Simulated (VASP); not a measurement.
# Se (P3_121) in VASP: single point with PBE+D3(BJ)

Aim: the single point of Se with PBE+D3(BJ).

Everything below comes from runs of VASP 6.6.1. Logs are shortened: lines on timing, memory, paths and dates and some standing lists are left out, and cuts for length are marked.

### Step 1. The cell of the first run

Symmetry: P3_121, No. 152, trigonal system. Conventional cell: a = 4.066 Å, b = 4.066 Å, c = 5.127 Å, α = 90.00°, β = 90.00°, γ = 120.00°. Within 3.2 Å of Se (site symmetry 2) lie 6 Se at 2.44 to 3.20 Å. Within 3.2 Å of Se (site symmetry 2) lie 6 Se at 2.44 to 3.20 Å.

### Step 2. Single point, PBE+D3(BJ)

Contents of INCAR:

```
SYSTEM = Se
PREC     = Accurate       ! precision mode
ENCUT    = 520            ! plane-wave cutoff, eV
EDIFF    = 1E-6           ! SCF threshold, eV
ISMEAR   = 0              ! smearing method
SIGMA    = 0.01           ! smearing width, eV
LREAL    = .FALSE.        ! projectors in reciprocal space
LASPH    = .TRUE.         ! aspherical terms in the spheres
NELM     = 80             ! most SCF steps
ALGO     = Normal         ! electronic algorithm
ISIF     = 2              ! what is computed and relaxed
LWAVE    = .FALSE.        ! write WAVECAR
LCHARG   = .FALSE.        ! write CHGCAR
GGA      = PE             ! functional
IVDW     = 12             ! dispersion correction
NBANDS   = 27             ! bands
```

Contents of KPOINTS:

```
regular mesh
0
G
  8 8 6
  0 0 0
```

Contents of POSCAR:

```
Se
1.0
   -2.0331207195      3.5214683841      0.0000000000
    0.0000000000      0.0000000000      5.1274762877
    6.0993621585      3.5214683841      0.0000000000
Se
6
Direct
    0.8762165370      0.3333333333      0.1237834630
    0.3762165370      0.3333333333      0.6237834630
    0.2475669261      0.6666666667      0.0000000000
    0.7475669261      0.6666666667      0.5000000000
    0.3762165370      0.0000000000      0.3762165370
    0.8762165370      0.0000000000      0.8762165370
```

Potentials or basis: VASP PAW PBE potentials, release 64 (Se).

Run with:

```
$ cat potpaw_PBE.64/Se/POTCAR > POTCAR
$ mpirun -np 1 vasp_std > vasp.out
```

OUTCAR:

```text
SYSTEM = Se
   PREC = Accurate
   ENCUT = 520
   EDIFF = 1E-6
   ISMEAR = 0
   LREAL = .FALSE.
   LASPH = .TRUE.
   NELM = 80
   ISIF = 2
   GGA = PE
   IVDW = 12
 IVDW          = 12

 ion  position               nearest neighbor table
   1  0.876  0.333  0.124-   6 2.44   3 2.44
   2  0.376  0.333  0.624-   5 2.44   4 2.44
   3  0.248  0.667  0.000-   6 2.44   1 2.44
   4  0.748  0.667  0.500-   5 2.44   2 2.44
   5  0.376  0.000  0.376-   2 2.44   4 2.44
   6  0.876  0.000  0.876-   1 2.44   3 2.44

  LATTYP: Found a simple orthorhombic cell.
 ALAT       =     4.0662414390
 B/A-ratio  =     1.2609866789
 C/A-ratio  =     1.7320508076

  Lattice vectors:

 A1 = (  -2.0331207195,   3.5214683841,   0.0000000000)
 A2 = (   0.0000000000,   0.0000000000,   5.1274762877)
 A3 = (   6.0993621585,   3.5214683841,   0.0000000000)

Analysis of symmetry for initial positions (statically):
=====================================================================
 Subroutine PRICEL returns following result:

  LATTYP: Found a hexagonal cell.
 ALAT       =     4.0662414390
 C/A-ratio  =     1.2609866789

  Lattice vectors:

 A1 = (   2.0331207195,   3.5214683841,   0.0000000000)
 A2 = (  -4.0662414390,   0.0000000000,   0.0000000000)
 A3 = (   0.0000000000,   0.0000000000,   5.1274762877)

   2 primitive cells build up your supercell.

 Routine SETGRP: Setting up the symmetry group for a
 simple orthorhombic supercell.

 Subroutine GETGRP returns: Found  2 space group operations
 (whereof  1 operations were pure point group operations)
 out of a pool of  8 trial point group operations.

The static configuration has the point symmetry C_1 .
 The point group associated with its full space group is C_2 .

Analysis of symmetry for dynamics (positions and initial velocities):
=====================================================================
 Subroutine PRICEL returns following result:

  LATTYP: Found a hexagonal cell.
 ALAT       =     4.0662414390
 C/A-ratio  =     1.2609866789

  Lattice vectors:

 A1 = (   2.0331207195,   3.5214683841,   0.0000000000)
 A2 = (  -4.0662414390,   0.0000000000,   0.0000000000)
 A3 = (   0.0000000000,   0.0000000000,   5.1274762877)

   2 primitive cells build up your supercell.

 Routine SETGRP: Setting up the symmetry group for a
 simple orthorhombic supercell.

 Subroutine GETGRP returns: Found  2 space group operations
 (whereof  1 operations were pure point group operations)
 out of a pool of  8 trial point group operations.

The dynamic configuration has the point symmetry C_1 .
 The point group associated with its full space group is C_2 .

 Subroutine INISYM returns: Found  2 space group operations
 (whereof  1 operations are pure point group operations),
 and found     2 'primitive' translations

----------------------------------------------------------------------------------------

                                     Primitive cell

  volume of cell :      73.4211

  direct lattice vectors                    reciprocal lattice vectors
     2.033120719  3.521468384  0.000000000     0.000000000  0.283972449  0.000000000
    -4.066241439  0.000000000  0.000000000    -0.245927355  0.141986224  0.000000000
     0.000000000  0.000000000  5.127476288     0.000000000  0.000000000  0.195027718

  length of vectors
     4.066241439  4.066241439  5.127476288     0.283972449  0.283972449  0.195027718

  position of ions in fractional coordinates (direct lattice)
     0.000000000  0.752433074  0.333333333
     0.247566926  0.247566926  0.666666667
     0.752433074  1.000000000  0.000000000

  ion indices of the primitive-cell ions
   primitive index   ion index
                 1           1
                 2           3
                 3           6

----------------------------------------------------------------------------------------

 KPOINTS: regular mesh

Automatic generation of k-mesh.
 Grid dimensions read from file:
 generate k-points for:    8    8    6

 Generating k-lattice:

  Cartesian coordinates                     Fractional coordinates (reciprocal lattice)
    -0.015370460  0.026622417  0.000000000     0.125000000  0.000000000  0.000000000
     0.000000000  0.000000000  0.024378465     0.000000000  0.125000000  0.000000000
     0.020493946  0.011832185  0.000000000    -0.000000000  0.000000000  0.166666667

  Length of vectors
     0.030740919  0.024378465  0.023664371

  Shift w.r.t. Gamma in fractional coordinates (k-lattice)
     0.000000000  0.000000000  0.000000000

 Subroutine IBZKPT returns following result:
 ===========================================

 Found    130 irreducible k-points:

 Following reciprocal coordinates:
            Coordinates               Weight
  0.000000  0.000000  0.000000      1.000000
  0.125000  0.000000  0.000000      2.000000
  0.250000  0.000000  0.000000      2.000000
  0.375000  0.000000  0.000000      2.000000
  0.500000  0.000000  0.000000      1.000000
  0.000000  0.125000  0.000000      2.000000
[... 16 lines left out ...]
  0.250000  0.500000  0.000000      2.000000
  0.375000  0.500000  0.000000      2.000000
 [... further k-points ...]
   k-points           NKPTS =    130   k-points in BZ     NKDIM =    130   number of bands    NBANDS=     27
   number of dos      NEDOS =    301   number of ions     NIONS =      6
   total plane-waves  NPLWV =  64800
   dimension x,y,z NGX =    30 NGY =   40 NGZ =   54
   dimension x,y,z NGXF=    60 NGYF=   80 NGZF=  108
   ions per type =               6
   NGX,Y,Z   is equivalent  to a cutoff of  12.27, 12.97, 12.75 a.u.
   NGXF,Y,Z  is equivalent  to a cutoff of  24.53, 25.94, 25.49 a.u.
 SYSTEM =  Se
   PREC   = accura    normal or accurate (medium, high low for compatibility)
   ISTART =      0    job   : 0-new  1-cont  2-samecut
   ICHARG =      2    charge: 1-file 2-atom 10-const
   ISPIN  =      1    spin polarized calculation?
   LNONCOLLINEAR =      F non collinear calculations
   LSORBIT =      F    spin-orbit coupling
   LASPH  =      T    aspherical Exc in radial PAW
   ENCUT  =  520.0 eV  38.22 Ry    6.18 a.u.   7.56  9.53 13.10*2*pi/ulx,y,z
   NELM   =     80;   NELMIN=  2; NELMDL= -5     # of ELM steps
   EDIFF  = 0.1E-05   stopping-criterion for ELM
   LREAL  =      F    real-space projection
   EDIFFG = 0.1E-04   stopping-criterion for IOM
   NSW    =      0    number of steps for IOM
   IBRION =     -1    ionic relax: 0-MD 1-quasi-New 2-CG
   NFREE  =      0    steps in history (QN), initial steepest desc. (CG)
   ISIF   =      2    stress and relaxation
   ISYM   =      2    0-nonsym 1-usesym 2-fastsym
   POTIM  = 0.5000    time-step for ionic-motion
   TEBEG  =    0.0;   TEEND  =   0.0 temperature during run
   PSTRESS=    0.0 pullay stress
   NELECT =      36.0000    total number of electrons
   NUPDOWN=      -1.0000    fix difference up-down
   EMIN   =  10.00;   EMAX   =-10.00  energy-range for DOS
   EFERMI =   0.00;   METHOD = LEGACY
   ISMEAR =     0;   SIGMA  =   0.01  broadening in eV -4-tet -1-fermi 0-gaus
   EFERMI_NEDOS =   21; number of points for ismear=-14 and -15
   IALGO  =     38    algorithm
   IMIX   =      4    mixing-type and parameters
     AMIX     =   0.40;   BMIX     =  1.00
     AMIX_MAG =   1.60;   BMIX_MAG =  1.00
  volume/ion in A,a.u.               =      24.47       165.16
  Fermi-wavevector in a.u.,A,eV,Ry     =   1.024610  1.936233 14.283759  1.049827
  Thomas-Fermi vector in A             =   2.158407
   LORBIT       =      0    0 simple, 1 ext, 2 COOP (PROOUT), +10 PAW based schemes
   GGA     = PE    functional components
   LHFCALC =     F    Hartree Fock is set to
   AEXX    =    0.0000 exact exchange contribution
   IVDW    =    12    specifies the selected vdW correction
   LEPSILON=     F    determine dielectric tensor
   LRPA    =     F    only Hartree local field effects (RPA)
 non-spin polarized calculation
 Gauss-broadening in eV      SIGMA  =   0.01
  energy-cutoff  :      520.00
  volume of cell :      146.84
 maximum number of plane-waves:      3990
   NGX = 15   NGY = 19   NGZ = 27

 number of electron      35.9999999 magnetization

 Free energy of the ion-electron system (eV)
  ---------------------------------------------------
  ext. energy  EPLUGINS =         0.00000000
  ---------------------------------------------------
  free energy    TOTEN  =       -20.84531042 eV

  energy without entropy =      -20.84531042  energy(sigma->0) =      -20.84531042

 E-fermi :   3.8075     XC(G=0):  -9.4373

 val. band max:        3.7478032416   @ k =   0.2500   0.5000   0.0000
 cond. band min:       4.3373076423   @ k =   0.3750   0.5000   0.0000
 fundamental gap:      0.5895044006
 Fermi energy:         3.8075455847

 k-point     1 :       0.0000    0.0000    0.0000
  band No.  band energies     occupation
      1     -12.2666      2.00000
      2     -11.3492      2.00000
      3      -8.9270      2.00000
      4      -8.2226      2.00000
      5      -8.2226      2.00000
      6      -8.0458      2.00000
[... 19 lines left out ...]
     26      10.1026      0.00000
     27      10.1026      0.00000

 k-point     2 :       0.1250    0.0000    0.0000
  band No.  band energies     occupation
      1     -12.1895      2.00000
      2     -11.3119      2.00000
      3      -8.8689      2.00000
      4      -8.2579      2.00000
      5      -8.2062      2.00000
      6      -8.1494      2.00000
[... 19 lines left out ...]
     26       9.9413      0.00000
     27      10.0505      0.00000

 k-point     3 :       0.2500    0.0000    0.0000
  band No.  band energies     occupation
      1     -11.9724      2.00000
      2     -11.2335      2.00000
      3      -8.7102      2.00000
      4      -8.4008      2.00000
      5      -8.3693      2.00000
      6      -8.1790      2.00000
[... 19 lines left out ...]
     26       9.5732      0.00000
     27       9.8526      0.00000

 k-point     4 :       0.3750    0.0000    0.0000
  band No.  band energies     occupation
      1     -11.6652      2.00000
      2     -11.2157      2.00000
      3      -8.6333      2.00000
      4      -8.5405      2.00000
      5      -8.4983      2.00000
      6      -8.1959      2.00000
[... 19 lines left out ...]
     26       9.7201      0.00000
     27       9.8662      0.00000

 k-point     5 :       0.5000    0.0000    0.0000
  band No.  band energies     occupation
      1     -11.3691      2.00000
      2     -11.3691      2.00000
      3      -8.6763      2.00000
      4      -8.6763      2.00000
      5      -8.3053      2.00000
      6      -8.3053      2.00000
[... 19 lines left out ...]
     26       9.4506      0.00000
     27      10.2681      0.00000

 k-point     6 :       0.0000    0.1250    0.0000
  band No.  band energies     occupation
      1     -12.1960      2.00000
      2     -11.2907      2.00000
      3      -9.1259      2.00000
      4      -9.0654      2.00000
      5      -7.9145      2.00000
      6      -7.3756      2.00000
[... 444 lines left out ...]
      1     -11.1596      2.00000
      2     -11.1595      2.00000
      3     -10.5981      2.00000
      4     -10.2981      2.00000
      5      -7.4644      2.00000
      6      -5.8003      2.00000
[... 19 lines left out ...]
     26       9.7347      0.00000
     27      10.7559      0.00000

 k-point    22 :       0.1250    0.5000    0.0000
  band No.  band energies     occupation
      1     -11.1039      2.00000
      2     -11.0876      2.00000
      3     -10.5468      2.00000
      4     -10.2975      2.00000
      5      -7.4867      2.00000
      6      -5.9740      2.00000
[... 19 lines left out ...]
     26       9.9071      0.00000
     27      10.4052      0.00000

 k-point    23 :       0.2500    0.5000    0.0000
  band No.  band energies     occupation
      1     -10.9503      2.00000
      2     -10.8887      2.00000
      3     -10.4244      2.00000
      4     -10.3126      2.00000
      5      -7.5429      2.00000
      6      -6.4182      2.00000
[... 19 lines left out ...]
     26      10.1624      0.00000
     27      10.5434      0.00000

 k-point    24 :       0.3750    0.5000    0.0000
  band No.  band energies     occupation
      1     -10.7390      2.00000
      2     -10.6210      2.00000
      3     -10.3818      2.00000
      4     -10.3313      2.00000
      5      -7.5570      2.00000
      6      -6.9521      2.00000
[... 19 lines left out ...]
     26      10.7770      0.00000
     27      10.8442      0.00000

 [... further k-points ...]

------------------------ aborting loop because EDIFF is reached ----------------------------------------

 Edisp (eV)   -2.13930

 E8    (eV) :    -0.8839

  FORCE on cell =-STRESS in cart. coord.  units (eV):
  Direction    XX          YY          ZZ          XY          YZ          ZX
  --------------------------------------------------------------------------------------
  -------------------------------------------------------------------------------------
  Total       0.06747     0.06230     0.16080     0.00448     0.00043     0.00075
  in kB       0.73619     0.67976     1.75443     0.04887     0.00475     0.00822
  external pressure =        1.06 kB  Pullay stress =        0.00 kB

 VOLUME and BASIS-vectors are now :
 -----------------------------------------------------------------------------
  energy-cutoff  :      520.00
  volume of cell :      146.84
      direct lattice vectors                 reciprocal lattice vectors
    -2.033120719  3.521468384  0.000000000    -0.122963677  0.212979337  0.000000000
     0.000000000  0.000000000  5.127476288     0.000000000  0.000000000  0.195027718
     6.099362158  3.521468384  0.000000000     0.122963677  0.070993112  0.000000000

 POSITION                                       TOTAL-FORCE (eV/Angst)
 -----------------------------------------------------------------------------------
     -1.02645      3.52147      1.70916         0.016429      0.000602     -0.000853
      3.03979      3.52147      1.70916         0.016429      0.000602     -0.000853
     -0.50333      0.87180      3.41832        -0.007693      0.013325      0.000000
      1.52979      4.39327      3.41832        -0.007693      0.013325      0.000000
      1.52979      2.64967      0.00000        -0.008736     -0.013927      0.000853
      3.56291      6.17114      0.00000        -0.008736     -0.013927      0.000853
 -----------------------------------------------------------------------------------
    total drift:                               -0.000050      0.000084      0.000000

  FREE ENERGIE OF THE ION-ELECTRON SYSTEM (eV)
  ---------------------------------------------------
  free  energy   TOTEN  =       -22.9846145837 eV

  energy  without entropy=      -22.9846145837  energy(sigma->0) =      -22.98461458
```

Wall time 6.6 min (1 thread of Oxide Virtual Turin-like, shared host); peak memory 0.45 GiB.

Results:

```yaml
Free_energy: -22.9846 eV
Pressure: 0.1 GPa
Largest_force: 0.016 eV/Å
Band_gap_on_the_k_mesh: 0.59 eV
Dispersion_energy_per_atom: -0.357 eV
```

Forces in eV/Å, atoms in the order of the input:
```
Se   0.016  0.001 -0.001
Se   0.016  0.001 -0.001
Se  -0.008  0.013  0.000
Se  -0.008  0.013  0.000
Se  -0.009 -0.014  0.001
Se  -0.009 -0.014  0.001
```

A k mesh can miss the band edges.
